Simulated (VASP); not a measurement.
Input of a VASP 6.6.1 run:

The input INCAR:

```
PREC = Accurate ; ENCUT = 520
EDIFF = 1E-6 ; ISMEAR = -1
SIGMA = 0.05 ; LREAL = False
LASPH = True ; NELM = 80
ALGO = Normal ; ISIF = 2
LWAVE = False ; LCHARG = True
GGA = PE ; LELF = True
LVHAR = True ; NBANDS = 12
```

KPOINTS

```
Automatic mesh
0
Gamma
  15 15 15
```

File POSCAR:

```
P
1.0
    1.6221010547     -0.9365204806      2.6500966464
    0.0000000000      1.8730409612      2.6500966464
   -1.6221010547     -0.9365204806      2.6500966464
P
2
Direct
    0.2500079978      0.2500079978      0.2500079978
   -0.2500079978     -0.2500079978     -0.2500079978
```

Potentials or basis: VASP PAW PBE potentials, release 64 (P).

Launch:

```console
$ cat potpaw_PBE.64/P/POTCAR > POTCAR
$ mpirun -np 1 vasp_std > vasp.out
```

Q: What does it give for the pressure?

A: 32.6 GPa.

Q: Estimate the band gap on the k mesh.

A: Zero (bands 5 and 6 overlap by 3.65 eV).

Caveat: the cell stands under pressure.
